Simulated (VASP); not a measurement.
Write the native input for VASP 6.6.1 that does the following.

```yaml
Task: single point
Functional: PBEsol
Potentials_or_basis: VASP PAW PBE potentials, release 64 (Re)
Cutoff: 520 eV
k_mesh: 18 × 18 × 10
Occupations: gaussian, width 0.1 eV
Spin: no spin polarisation
Dipole_correction: no
Further_INCAR_settings: ALGO = Fast; EDIFF = 1e-06; NBANDS = 14
```

The structure of Re lies in POSCAR:

```
Re
1.0
    2.7775991433      0.0000000000      0.0000000000
   -1.3887995716      2.4054714196      0.0000000000
    0.0000000000      0.0000000000      4.4871966326
Re
2
Direct
    0.3333333333      0.6666666667      0.2500000000
    0.6666666667      0.3333333333      0.7500000000
```

The input as run:

INCAR

```
PREC = Accurate
ENCUT = 520
EDIFF = 1E-6
ISMEAR = 0
SIGMA = 0.1
LREAL = False
LASPH = True
NELM = 60
ALGO = Fast
ISIF = 2
LWAVE = False
LCHARG = False
GGA = PS
NBANDS = 14
```

KPOINTS

```
Automatic mesh
0
Gamma
  18 18 10
```

Potentials or basis: VASP PAW PBE potentials, release 64 (Re).

The run is started by

```bash
$ cat potpaw_PBE.64/Re/POTCAR > POTCAR
$ mpirun -np 1 vasp_std > vasp.out
```

It gave:

- Pressure: -11.0 GPa
- Band gap on the k mesh: zero (bands 7 and 8 overlap by 3.07 eV)

Caveat: the cell stands under tension; the PAW data sets were made with another functional, which shifts forces and pressure a little; spin-orbit coupling is left out, which moves the levels of the heavy elements.

It took 3.2 min on 1 thread of Intel Xeon 8259CL, on a shared host, peak memory 0.22 GiB.
